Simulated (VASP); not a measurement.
# AlTc12 in VASP: single point with PBE

Aim: the single point of AlTc12 with PBE.

Everything below comes from runs of VASP 6.6.1. Logs are shortened: lines on timing, memory, paths and dates and some standing lists are left out, and cuts for length are marked.

## Step 1: The cell of the first run

The cell holds a slab with vacuum, 13 atoms: a = 5.480 Å, b = 5.480 Å, c = 15.395 Å, α = 90.00°, β = 90.00°, γ = 60.00°.

## Step 2: Single point, PBE

Contents of INCAR:

```
PREC     = Accurate       # precision mode
ENCUT    = 520            # plane-wave cutoff, eV
EDIFF    = 1E-6           # SCF threshold, eV
ISMEAR   = 0              # smearing method
SIGMA    = 0.1            # smearing width, eV
LREAL    = F              # projectors in reciprocal space
LASPH    = T              # aspherical terms in the spheres
NELM     = 60             # most SCF steps
ALGO     = Normal         # electronic algorithm
ISIF     = 2              # what is computed and relaxed
LWAVE    = F              # write WAVECAR
LCHARG   = T              # write CHGCAR
GGA      = PE             # functional
LELF     = T              # ELF
LVHAR    = T            
NBANDS   = 92             # bands
```

Contents of KPOINTS:

```
Automatic mesh
0
Gamma
  4 4 1
```

Contents of POSCAR:

```
AlTc12
1.0
    5.4800000000      0.0000000000      0.0000000000
    2.7400000000      4.7458190000      0.0000000000
    0.0000000000      0.0000000000     15.3949600000
Tc Al
12 1
Direct
    0.0000000000      0.0000000000      0.0649563234
    0.5000000000      0.0000000000      0.0649563234
   -0.0000000527      0.5000001054      0.0649563234
    0.4999999473      0.5000001054      0.0649563234
   -0.1633081403      0.3268297843      0.1993957113
    0.3341278679      0.3318862350      0.2022877617
   -0.1670267629      0.8329162996      0.2020532044
    0.3341734909      0.8327803905      0.2020689888
    0.0041505678     -0.0084777780      0.3453565972
    0.4979274915      0.0035096155      0.3403322906
   -0.0103857964      0.4916489651      0.3406128369
    0.5191564089      0.4913185690      0.3406462894
    0.2145639127      0.5710656053      0.4700881977
```

Potentials or basis: VASP PAW PBE potentials, release 64 (Tc_pv, Al).

Command:

```
$ cat potpaw_PBE.64/Tc_pv/POTCAR potpaw_PBE.64/Al/POTCAR > POTCAR
$ mpirun -np 1 vasp_std > vasp.out
```

OUTCAR:

```text
PREC = Accurate
   ENCUT = 520
   EDIFF = 1E-6
   ISMEAR = 0
   LREAL = F
   LASPH = T
   NELM = 60
   ISIF = 2
   GGA = PE

 ion  position               nearest neighbor table
   1  0.000  0.000  0.065-   5 2.59   7 2.64   8 2.64   4 2.74   3 2.74   2 2.74   2 2.74   3 2.74
                             4 2.74
   2  0.500  0.000  0.065-   6 2.64   7 2.64   8 2.64   3 2.74   4 2.74   1 2.74   1 2.74   4 2.74
                             3 2.74
   3  1.000  0.500  0.065-   5 2.61   7 2.64   6 2.64   2 2.74   1 2.74   4 2.74   4 2.74   1 2.74
                             2 2.74
   4  0.500  0.500  0.065-   5 2.61   8 2.64   6 2.64   1 2.74   2 2.74   3 2.74   3 2.74   2 2.74
                             1 2.74
   5  0.837  0.327  0.199-   1 2.59   3 2.61   4 2.61  12 2.65  11 2.65   8 2.72   7 2.72   6 2.74
                             6 2.74   9 2.75   7 2.76   8 2.76
   6  0.334  0.332  0.202-  10 2.64   2 2.64   4 2.64   3 2.64  11 2.69  12 2.69   7 2.73   8 2.73
                             5 2.74   5 2.74   8 2.75   7 2.75
   7  0.833  0.833  0.202-   3 2.64   2 2.64   1 2.64  10 2.66  11 2.68   9 2.71   5 2.72   8 2.73
                             6 2.73   6 2.75   8 2.75   5 2.76
   8  0.334  0.833  0.202-   4 2.64   2 2.64   1 2.64  10 2.66  12 2.68   9 2.71   5 2.72   7 2.73
                             6 2.73   6 2.75   7 2.75   5 2.76
   9  0.004  0.992  0.345-  12 2.70  11 2.70   7 2.71   8 2.71  10 2.74  10 2.74   5 2.75  13 2.77
                            11 2.78  12 2.78
  10  0.498  0.004  0.340-   6 2.64   8 2.66   7 2.66  11 2.73  12 2.73   9 2.74   9 2.74  12 2.75
                            11 2.75  13 3.35
  11  0.990  0.492  0.341-  13 2.49  12 2.58   5 2.65   7 2.68   6 2.69   9 2.70  10 2.73  10 2.75
                             9 2.78  12 2.90
  12  0.519  0.491  0.341-  13 2.49  11 2.58   5 2.65   8 2.68   6 2.69   9 2.70  10 2.73  10 2.75
                             9 2.78  11 2.90
  13  0.215  0.571  0.470-  11 2.49  12 2.49   9 2.77  10 3.35

  LATTYP: Found a hexagonal cell.
 ALAT       =     5.4799998158
 C/A-ratio  =     2.8092993645

  Lattice vectors:

 A1 = (  -2.7400000000,  -4.7458190000,   0.0000000000)
 A2 = (   5.4800000000,   0.0000000000,   0.0000000000)
 A3 = (   0.0000000000,   0.0000000000,  15.3949600000)

Analysis of symmetry for initial positions (statically):
=====================================================================
 Subroutine PRICEL returns:
 Original cell was already a primitive cell.

 Routine SETGRP: Setting up the symmetry group for a
 hexagonal supercell.

 Subroutine GETGRP returns: Found  1 space group operations
 (whereof  1 operations were pure point group operations)
 out of a pool of 24 trial point group operations.

The static configuration has the point symmetry C_1 .

Analysis of symmetry for dynamics (positions and initial velocities):
=====================================================================
 Subroutine PRICEL returns:
 Original cell was already a primitive cell.

 Routine SETGRP: Setting up the symmetry group for a
 hexagonal supercell.

 Subroutine GETGRP returns: Found  1 space group operations
 (whereof  1 operations were pure point group operations)
 out of a pool of 24 trial point group operations.

The dynamic configuration has the point symmetry C_1 .

 Subroutine INISYM returns: Found  1 space group operations
 (whereof  1 operations are pure point group operations),
 and found     1 'primitive' translations

----------------------------------------------------------------------------------------

                                     Primitive cell

  volume of cell :     400.3781

  direct lattice vectors                    reciprocal lattice vectors
     5.480000000  0.000000000  0.000000000     0.182481752 -0.105355893  0.000000000
     2.740000000  4.745819000  0.000000000     0.000000000  0.210711787  0.000000000
     0.000000000  0.000000000 15.394960000     0.000000000  0.000000000  0.064956323

  length of vectors
     5.480000000  5.479999816 15.394960000     0.210711779  0.210711787  0.064956323

  position of ions in fractional coordinates (direct lattice)
     0.000000000  0.000000000  0.064956323
     0.500000000  0.000000000  0.064956323
[... 40 lines left out ...]
     0.000000000  0.052677947  0.000000000     0.000000000  0.250000000  0.000000000
     0.000000000  0.000000000  0.064956323     0.000000000  0.000000000  1.000000000

  Length of vectors
     0.052677945  0.052677947  0.064956323

  Shift w.r.t. Gamma in fractional coordinates (k-lattice)
     0.000000000  0.000000000  0.000000000

 Subroutine IBZKPT returns following result:
 ===========================================

 Found     10 irreducible k-points:

 Following reciprocal coordinates:
            Coordinates               Weight
  0.000000  0.000000  0.000000      1.000000
  0.250000  0.000000  0.000000      2.000000
  0.250000  0.250000  0.000000      2.000000
  0.000000  0.250000  0.000000      2.000000
  0.500000  0.000000  0.000000      1.000000
  0.500000  0.500000  0.000000      1.000000
  0.000000  0.500000  0.000000      1.000000
  0.500000  0.250000  0.000000      2.000000
  0.250000  0.500000  0.000000      2.000000
 -0.250000  0.250000  0.000000      2.000000
   k-points           NKPTS =     10   k-points in BZ     NKDIM =     10   number of bands    NBANDS=     92
   number of dos      NEDOS =    301   number of ions     NIONS =     13
   total plane-waves  NPLWV = 211680
   dimension x,y,z NGX =    42 NGY =   42 NGZ =  120
   dimension x,y,z NGXF=    84 NGYF=   84 NGZF=  240
   ions per type =              12   1
   NGX,Y,Z   is equivalent  to a cutoff of  12.74, 12.74, 12.96 a.u.
   NGXF,Y,Z  is equivalent  to a cutoff of  25.48, 25.48, 25.92 a.u.
 SYSTEM =  unknown system
   PREC   = accura    normal or accurate (medium, high low for compatibility)
   ISTART =      0    job   : 0-new  1-cont  2-samecut
   ICHARG =      2    charge: 1-file 2-atom 10-const
   ISPIN  =      1    spin polarized calculation?
   LNONCOLLINEAR =      F non collinear calculations
   LSORBIT =      F    spin-orbit coupling
   LASPH  =      T    aspherical Exc in radial PAW
   ENCUT  =  520.0 eV  38.22 Ry    6.18 a.u.  10.19 10.19 28.62*2*pi/ulx,y,z
   NELM   =     60;   NELMIN=  2; NELMDL= -5     # of ELM steps
   EDIFF  = 0.1E-05   stopping-criterion for ELM
   LREAL  =      F    real-space projection
   EDIFFG = 0.1E-04   stopping-criterion for IOM
   NSW    =      0    number of steps for IOM
   IBRION =     -1    ionic relax: 0-MD 1-quasi-New 2-CG
   NFREE  =      0    steps in history (QN), initial steepest desc. (CG)
   ISIF   =      2    stress and relaxation
   ISYM   =      2    0-nonsym 1-usesym 2-fastsym
   POTIM  = 0.5000    time-step for ionic-motion
   TEBEG  =    0.0;   TEEND  =   0.0 temperature during run
   PSTRESS=    0.0 pullay stress
   NELECT =     159.0000    total number of electrons
   NUPDOWN=      -1.0000    fix difference up-down
   EMIN   =  10.00;   EMAX   =-10.00  energy-range for DOS
   EFERMI =   0.00;   METHOD = LEGACY
   ISMEAR =     0;   SIGMA  =   0.10  broadening in eV -4-tet -1-fermi 0-gaus
   EFERMI_NEDOS =   21; number of points for ismear=-14 and -15
   IALGO  =     38    algorithm
   IMIX   =      4    mixing-type and parameters
     AMIX     =   0.40;   BMIX     =  1.00
     AMIX_MAG =   1.60;   BMIX_MAG =  1.00
  volume/ion in A,a.u.               =      30.80       207.84
  Fermi-wavevector in a.u.,A,eV,Ry     =   1.203327  2.273959 19.701190  1.447997
  Thomas-Fermi vector in A             =   2.339084
   LORBIT       =      0    0 simple, 1 ext, 2 COOP (PROOUT), +10 PAW based schemes
   GGA     = PE    functional components
   LHFCALC =     F    Hartree Fock is set to
   AEXX    =    0.0000 exact exchange contribution
   IVDW    =     0    specifies the selected vdW correction
   LEPSILON=     F    determine dielectric tensor
   LRPA    =     F    only Hartree local field effects (RPA)
 non-spin polarized calculation
 Gauss-broadening in eV      SIGMA  =   0.10
  energy-cutoff  :      520.00
  volume of cell :      400.38
 maximum number of plane-waves:     10804
 NGX is ok and might be reduce to    42
   NGX = 21   NGY = 21   NGZ = 57

 number of electron     159.0000023 magnetization

 Free energy of the ion-electron system (eV)
  ---------------------------------------------------
  ext. energy  EPLUGINS =         0.00000000
  ---------------------------------------------------
  free energy    TOTEN  =      -119.99469860 eV

  energy without entropy =     -119.92579702  energy(sigma->0) =     -119.96024781

 E-fermi :   3.5940     XC(G=0):  -7.6701

 val. band max:        3.5783173054   @ k =   0.2500   0.5000   0.0000
 cond. band min:       3.6272433704   @ k =   0.0000   0.2500   0.0000
 fundamental gap:      0.0489260649
 Fermi energy:         3.5939516635

 k-point     1 :       0.0000    0.0000    0.0000
  band No.  band energies     occupation
      1     -35.9083      2.00000
      2     -35.8861      2.00000
      3     -35.8756      2.00000
      4     -35.8588      2.00000
      5     -35.8263      2.00000
      6     -35.8116      2.00000
[... 929 lines left out ...]
     90       4.9059      0.00000
     91       5.1694      0.00000
 [bands above 91 left out]

------------------------ aborting loop because EDIFF is reached ----------------------------------------

  FORCE on cell =-STRESS in cart. coord.  units (eV):
  Direction    XX          YY          ZZ          XY          YZ          ZX
  --------------------------------------------------------------------------------------
  -------------------------------------------------------------------------------------
  Total       -4.3210537     -6.8962116     -0.8516528     -0.0055590      1.0997678      0.0010737
  in kB      -17.2913919    -27.5963004     -3.4080258     -0.0222453      4.4008979      0.0042965
  external PRESSURE =     -16.0985727 kB  Pullay stress =       0.0000000 kB

 VOLUME and BASIS-vectors are now :
 -----------------------------------------------------------------------------
  energy-cutoff  :      520.00
  volume of cell :      400.38
      direct lattice vectors                 reciprocal lattice vectors
     5.480000000  0.000000000  0.000000000     0.182481752 -0.105355893  0.000000000
     2.740000000  4.745819000  0.000000000     0.000000000  0.210711787  0.000000000
     0.000000000  0.000000000 15.394960000     0.000000000  0.000000000  0.064956323

 POSITION                                       TOTAL-FORCE (eV/Angst)
 -----------------------------------------------------------------------------------
      0.00000      0.00000      1.00000        -0.000175     -0.031862      0.014270
      2.74000      0.00000      1.00000        -0.000020     -0.045768      0.199223
      6.85000      2.37291      1.00000         0.087188     -0.034190     -0.026701
      4.11000      2.37291      1.00000        -0.086318     -0.035389     -0.026788
      5.48059      1.55108      3.06969        -0.000927     -0.002653     -0.011820
      2.74039      1.57507      3.11421        -0.000875     -0.011686     -0.014969
      6.84688      3.95287      3.11060        -0.002096     -0.008323     -0.002508
      4.11309      3.95223      3.11084         0.002522     -0.006939     -0.002916
      2.73952      4.70559      5.31675        -0.000106      0.010078     -0.031482
      2.73826      0.01666      5.23940         0.004088     -0.006453     -0.043748
      6.77020      2.33328      5.24372        -0.011794     -0.017177     -0.025677
      4.19119      2.33171      5.24424         0.008036     -0.015014     -0.026027
      2.74053      2.71017      7.23699         0.000478      0.205376     -0.000860
 -----------------------------------------------------------------------------------
    total drift:                                0.000095     -0.000334     -0.000211

  FREE ENERGIE OF THE ION-ELECTRON SYSTEM (eV)
  ---------------------------------------------------
  free  energy   TOTEN  =      -119.9946986024 eV

  energy  without entropy=     -119.9257970201  energy(sigma->0) =     -119.96024781
```

Wall time 63 min (1 thread of Intel Xeon 8259CL, shared host); peak memory 0.64 GiB.

Results:

* Free energy: -119.9947 eV
* Largest force: 0.205 eV/Å
* Band gap on the k mesh: zero (an odd number of electrons rules out a gap without spin polarisation)

Forces on the atoms (eV/Å):
```
Tc   0.000 -0.032  0.014
Tc   0.000 -0.046  0.199
Tc   0.087 -0.034 -0.027
Tc  -0.086 -0.035 -0.027
Tc  -0.001 -0.003 -0.012
Tc  -0.001 -0.012 -0.015
Tc  -0.002 -0.008 -0.003
Tc   0.003 -0.007 -0.003
Tc   0.000  0.010 -0.031
Tc   0.004 -0.006 -0.044
Tc  -0.012 -0.017 -0.026
Tc   0.008 -0.015 -0.026
Al   0.000  0.205 -0.001
```

Caveat: there is no dipole correction, which matters where the two faces differ.

The gap in the log of VASP goes by the Fermi energy; the results here count the filled bands.